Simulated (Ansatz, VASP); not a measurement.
BN in VASP and in Ansatz

```
B N
1.0
     0.00000    1.80483    1.70105
     1.80483    0.00000    1.70105
     1.80483    1.80483    0.00000
B N
1 1
Direct
  0.00000 0.00000 0.00000
  0.25000 0.25000 0.25000
```

Change from the starting cell: uniaxial_z strain -5.8%.

Alike in both runs: task single point; functional r2SCAN; k mesh 12 × 12 × 12; no spin polarisation.

|  | VASP | Ansatz |
| --- | --- | --- |
| version | VASP 6.6.1 | Ansatz 0.2.0 |
| potentials or method | VASP PAW PBE potentials, release 64 (B, N) | plane waves, PAW |
| plane-wave cutoff (eV) | 520 | 500 |
| occupations | gaussian, width 0.01 eV | fixed |
| valence electrons in the cell | 8 | 8 |

|  | VASP | Ansatz | Ansatz less VASP |
| --- | --- | --- | --- |
| gap on the k mesh at the Fermi level (eV) | 3.97 | 3.99 | +0.027 |
| pressure (GPa) | 27.1 | 25.8 | -1.35 |
| traceless stress, the component that is largest in VASP (GPa) | 24.64 | 24.71 | +0.072 |

VASP's potentials were made for PBE, not for r2SCAN.
